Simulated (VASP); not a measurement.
Runs of VASP 6.6.1 on B. The structure is that of space group Im-3m (No. 229), or close to it. The cells are those of the table. 

```csv
task,cell,k mesh,cutoff (eV),gap on the mesh (eV),pressure (GPa)
single point,"a = 1.933 Å, angles 109.5°, 1 atom",21 × 21 × 21,520,none,23.6
relaxation of cell and atoms,"relaxed from a = 2.042 Å, angles 109.5°, 1 atom",18 × 18 × 18,600,none,0.1
single point,"a = 2.064 Å, angles 109.5°, 1 atom",21 × 21 × 21,520,none,(a)
single point,"a = 2.014 Å, angles 109.5°, 1 atom",21 × 21 × 21,520,none,-8.9
single point,"a = 2.039 Å, angles 109.5°, 1 atom",21 × 21 × 21,520,none,-15.5
```

Alike in all rows: level r2SCAN; potentials or basis VASP PAW PBE potentials, release 64 (B); no spin polarisation; smearing fermi-dirac 0.1 eV.

Problem. Fill in the values left out.

Solution. (a) -20.6.

Caveats: the PAW data sets were made with another functional, which shifts forces and pressure a little.

A gap of «none» marks levels without a gap at the run's occupations.
